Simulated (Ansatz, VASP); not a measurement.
**AlN in VASP and in Ansatz**

```xyz
4
Lattice="3.3143 0.0000 0.0000 -1.6572 2.8703 0.0000 0.0000 0.0000 4.1869" Properties=species:S:1:pos:R:3 pbc="T T T"
Al    0.0000    1.9135    3.1401
Al    1.6572    0.9568    1.0467
N     0.0000    1.9135    1.0467
N     1.6572    0.9568    3.1401
```

Alike in both runs: functional PBE; k mesh 9 × 9 × 6; occupations gaussian, width 0.02 eV; no spin polarisation.

Ansatz relaxed the structure, and its values are those at the end. VASP's run is a single point on that final structure, the one shown.

|  | VASP | Ansatz |
| --- | --- | --- |
| version | VASP 6.6.1 | Ansatz 0.2.0 |
| potentials or method | VASP PAW PBE potentials, release 64 (Al, N), cutoff 520 eV | scalar-relativistic, plane waves, PAW |
| valence electrons in the cell | 16 | 16 |

```tsv
	VASP	Ansatz	Ansatz less VASP
gap on the k mesh at the Fermi level (eV)	3.26	3.25	-0.010
least direct gap on the mesh (eV)	3.26	3.25	-0.010
pressure (GPa)	-0.3	0.0	+0.27
```

With one functional, cell and mesh, what is left measures potentials, basis and numerics.
